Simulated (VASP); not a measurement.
# TaWC2 (R-3m) in VASP: further runs, part 2 of 2

VASP 6.6.1. Earlier steps stand in the parts before.

### 5 Single point, PBE

This run uses another cell than the first one, of 11.03 Å³/atom.

Input file INCAR:

```
PREC = Accurate ; ENCUT = 520
EDIFF = 1E-7 ; ISMEAR = -1
SIGMA = 0.05 ; LREAL = False
LASPH = True ; NELM = 100
ALGO = Normal ; ISIF = 2
LWAVE = False ; LCHARG = False
GGA = PE ; NBANDS = 24
```

Input file KPOINTS:

```
Automatic mesh
0
Gamma
  8 8 8
```

Input file POSCAR:

```
TaWC2
1.0
    1.5718551461      0.9075109917      5.1526358686
   -1.5718551461      0.9075109917      5.1526358686
    0.0000000000     -1.8150219835      5.1526358686
W Ta C
1 1 2
Direct
    0.0000000000      0.0000000000      0.0000000000
    0.5000000000      0.5000000000      0.5000000000
    0.2509330000      0.2509330000      0.2509330000
    0.7490670000      0.7490670000      0.7490670000
```

Potentials or basis: VASP PAW PBE potentials, release 64 (W_sv, Ta_pv, C).

Launch:

```sh
$ cat potpaw_PBE.64/W_sv/POTCAR potpaw_PBE.64/Ta_pv/POTCAR potpaw_PBE.64/C/POTCAR > POTCAR
$ mpirun -np 1 vasp_std > vasp.out
```

OUTCAR:

```text
PREC = Accurate
   ENCUT = 520
   EDIFF = 1E-7
   ISMEAR = -1
   LREAL = False
   LASPH = True
   NELM = 100
   ISIF = 2
   GGA = PE

 ion  position               nearest neighbor table
   1  0.000  0.000  0.000-   4 2.22   4 2.22   3 2.22   3 2.22   4 2.22   3 2.22   2 3.15   2 3.15
                             2 3.15   2 3.15   2 3.15   2 3.15
   2  0.500  0.500  0.500-   3 2.23   3 2.23   4 2.23   4 2.23   3 2.23   4 2.23   1 3.15   1 3.15
                             1 3.15   1 3.15   1 3.15   1 3.15
   3  0.251  0.251  0.251-   1 2.22   1 2.22   1 2.22   2 2.23   2 2.23   2 2.23
   4  0.749  0.749  0.749-   1 2.22   1 2.22   1 2.22   2 2.23   2 2.23   2 2.23

  LATTYP: Found a trigonal (rhomboedric) cell.
 ALAT       =     5.4629626756
 COS(alpha) =     0.8344235483

  Lattice vectors:

 A1 = (   1.5718551461,   0.9075109917,   5.1526358686)
 A2 = (  -1.5718551461,   0.9075109917,   5.1526358686)
 A3 = (   0.0000000000,  -1.8150219835,   5.1526358686)

Analysis of symmetry for initial positions (statically):
=====================================================================
 Subroutine PRICEL returns:
[... 174 lines left out ...]

 E-fermi :  10.1297     XC(G=0): -13.3423

 val. band max:       10.1208427352   @ k =   0.1250   0.0000  -0.0000
 cond. band min:      10.1348411378   @ k =   0.2500   0.1250   0.1250
 fundamental gap:      0.0139984026
 Fermi energy:        10.1297128513

 k-point     1 :       0.0000    0.0000    0.0000
  band No.  band energies     occupation
      1     -65.2333      2.00000
      2     -29.4836      2.00000
      3     -29.2923      2.00000
      4     -29.2923      2.00000
      5     -25.5600      2.00000
      6     -25.1991      2.00000
[... 637 lines left out ...]
     23      14.3454      0.00000
     24      15.1379      0.00000

 [... further k-points ...]

------------------------ aborting loop because EDIFF is reached ----------------------------------------

  FORCE on cell =-STRESS in cart. coord.  units (eV):
  Direction    XX          YY          ZZ          XY          YZ          ZX
  --------------------------------------------------------------------------------------
  -------------------------------------------------------------------------------------
  Total       -1.2793526     -1.2793526     -1.7502896      0.0000000      0.0000000      0.0000000
  in kB      -46.4788871    -46.4788871    -63.5880320      0.0000000      0.0000000      0.0000000
  external PRESSURE =     -52.1819354 kB  Pullay stress =       0.0000000 kB

 VOLUME and BASIS-vectors are now :
 -----------------------------------------------------------------------------
  energy-cutoff  :      520.00
  volume of cell :       44.10
      direct lattice vectors                 reciprocal lattice vectors
     1.571855146  0.907510992  5.152635869     0.318095469  0.183652505  0.064691809
    -1.571855146  0.907510992  5.152635869    -0.318095469  0.183652505  0.064691809
     0.000000000 -1.815021984  5.152635869     0.000000000 -0.367305009  0.064691809

 POSITION                                       TOTAL-FORCE (eV/Angst)
 -----------------------------------------------------------------------------------
      0.00000      0.00000      0.00000         0.000000      0.000000      0.000000
      0.00000     -0.00000      7.72895        -0.000000      0.000000      0.000000
      0.00000     -0.00000      3.87890         0.000000     -0.000000      0.066698
      0.00000     -0.00000     11.57901         0.000000      0.000000     -0.066698
 -----------------------------------------------------------------------------------
    total drift:                                0.000000      0.000000      0.000000

  FREE ENERGIE OF THE ION-ELECTRON SYSTEM (eV)
  ---------------------------------------------------
  free  energy   TOTEN  =       -43.8209491420 eV

  energy  without entropy=      -43.8089936742  energy(sigma->0) =      -43.81497141
```

OSZICAR:

```text
N       E                     dE             d eps       ncg     rms          rms(c)
DAV:   1     0.272816941339E+03    0.27282E+03   -0.16726E+04  3128   0.146E+03
DAV:   2    -0.367839851251E+02   -0.30960E+03   -0.29653E+03  3520   0.425E+02
DAV:   3    -0.507179127007E+02   -0.13934E+02   -0.13577E+02  3960   0.830E+01
DAV:   4    -0.509381243226E+02   -0.22021E+00   -0.21992E+00  3432   0.107E+01
DAV:   5    -0.509413106954E+02   -0.31864E-02   -0.31857E-02  4048   0.123E+00    0.378E+01
DAV:   6    -0.441715311594E+02    0.67698E+01   -0.29603E+01  3568   0.344E+01    0.116E+01
DAV:   7    -0.440554858886E+02    0.11605E+00   -0.30022E+00  3920   0.118E+01    0.846E+00
DAV:   8    -0.438542769867E+02    0.20121E+00   -0.10558E+00  3784   0.650E+00    0.450E+00
DAV:   9    -0.438219975322E+02    0.32279E-01   -0.89482E-02  3808   0.210E+00    0.534E-01
DAV:  10    -0.438210546692E+02    0.94286E-03   -0.48230E-03  3976   0.450E-01    0.193E-01
DAV:  11    -0.438209460982E+02    0.10857E-03   -0.82205E-04  3808   0.218E-01    0.663E-02
DAV:  12    -0.438209510155E+02   -0.49173E-05   -0.77048E-05  3704   0.575E-02    0.232E-02
DAV:  13    -0.438209495967E+02    0.14187E-05   -0.23007E-06  3840   0.111E-02    0.291E-03
DAV:  14    -0.438209491474E+02    0.44930E-06   -0.46263E-07  3632   0.520E-03    0.729E-04
DAV:  15    -0.438209491420E+02    0.54611E-08   -0.29047E-08  1960   0.122E-03
   1 F= -.43820949E+02 E0= -.43814971E+02  d E =-.119555E-01
```

stdout:

```text
POSCAR found type information on POSCAR W TaC
 POSCAR found :  3 types and       4 ions
 scaLAPACK will be used
 LDA part: xc-table for (Slater+PW92), standard interpolation
 POSCAR, INCAR and KPOINTS ok, starting setup
 FFT: planning ... GRIDC
 FFT: planning ... GRID_SOFT
 FFT: planning ... GRID
 WAVECAR not read
 entering main loop
```

It took 3.9 min on 1 thread of Intel Xeon 8259CL, shared host; peak memory 0.3 GiB.

Results:

```
Free energy            : -43.8209 eV
Pressure               : -5.2 GPa
Largest force          : 0.067 eV/Å
Band gap on the k mesh : zero (an odd number of electrons rules out a gap without spin polarisation)
```

Forces in eV/Å, atoms in the order of the input:
```
W    0.000  0.000  0.000
Ta   0.000  0.000  0.000
C    0.000  0.000  0.067
C    0.000  0.000 -0.067
```

Levels at points of the mesh, in eV from the Fermi level:
```csv
k point,band 15,band 16,band 17,band 18,band 19,band 20
"(0.00, 0.00, 0.00)",-2.08,-0.79,-0.77,-0.77,-0.22,-0.22
"(0.50, 0.00, 0.00)",-4.36,-1.32,-0.76,1.48,2.17,3.14
"(0.50, 0.50, 0.00)",-2.15,-2.14,1.25,1.60,1.77,2.45
"(0.50, 0.50, 0.50)",-4.24,-0.92,-0.92,0.24,0.24,0.24
```

Caveat: the cell stands under tension; spin-orbit coupling is left out, which moves the levels of the heavy elements.

### 6 The runs side by side

```csv
cell,gap on the mesh (eV),pressure (GPa),largest force (eV/Å)
"a = 5.319 Å, angles 34.4°, 4 atoms",none,5.3,0.08
"a = 5.367 Å, angles 34.1°, 4 atoms",none,1.6,0.07
"a = 5.415 Å, angles 33.8°, 4 atoms",none,-1.9,0.07
"a = 5.463 Å, angles 33.4°, 4 atoms",none,-5.2,0.07
```

Alike in all rows: task single point; level PBE; potentials or basis VASP PAW PBE potentials, release 64 (W_sv, Ta_pv, C); no spin polarisation; k mesh 8 × 8 × 8; cutoff (eV) 520; smearing fermi-dirac 0.05 eV.

Caveats: spin-orbit coupling is left out, which moves the levels of the heavy elements; the cell stands under pressure (at least some runs); the cell stands under tension (at least some runs).

Absolute energies hang on the potentials; compare differences alone.
